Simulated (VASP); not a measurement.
Here is a VASP 6.6.1 calculation.

Contents of INCAR:

```
PREC = Accurate ; ENCUT = 500
EDIFF = 1E-7 ; ISMEAR = -1
SIGMA = 0.05 ; LREAL = False
LASPH = True ; NELM = 120
ALGO = Normal ; ISIF = 3
LWAVE = False ; LCHARG = False
GGA = PE ; IBRION = 2
NSW = 60 ; EDIFFG = -0.01
GGA_COMPAT = False ; NELMIN = 4
```

KPOINTS

```
Automatic mesh
0
Gamma
  11 11 11
```

The input POSCAR:

```
Nb
1.0
   -1.6639500000      1.6639500000      1.6639500000
    1.6639500000     -1.6639500000      1.6639500000
    1.6639500000      1.6639500000     -1.6639500000
Nb
1
Direct
    0.0000000000      0.0000000000      0.0000000000
```

Potentials or basis: VASP PAW PBE potentials, release 64 (Nb_sv).

Run with:

```sh
$ cat potpaw_PBE.64/Nb_sv/POTCAR > POTCAR
$ mpirun -np 1 vasp_std > vasp.out
```

Q: What does it give for the space group after relaxing (to 0.05 Å)?

A: Im-3m (No. 229).

Q: Estimate the relaxed cell.

A: a = 2.869 Å, b = 2.869 Å, c = 2.869 Å, α = 109.47°, β = 109.47°, γ = 109.47°.

Q: Predict the relaxed volume.

A: 18.17 Å³/atom.

Final structure:
```xyz
1
Lattice="-1.6563 1.6563 1.6563 1.6563 -1.6563 1.6563 1.6563 1.6563 -1.6563" Properties=species:S:1:pos:R:3 pbc="T T T"
Nb    0.0000    0.0000    0.0000
```
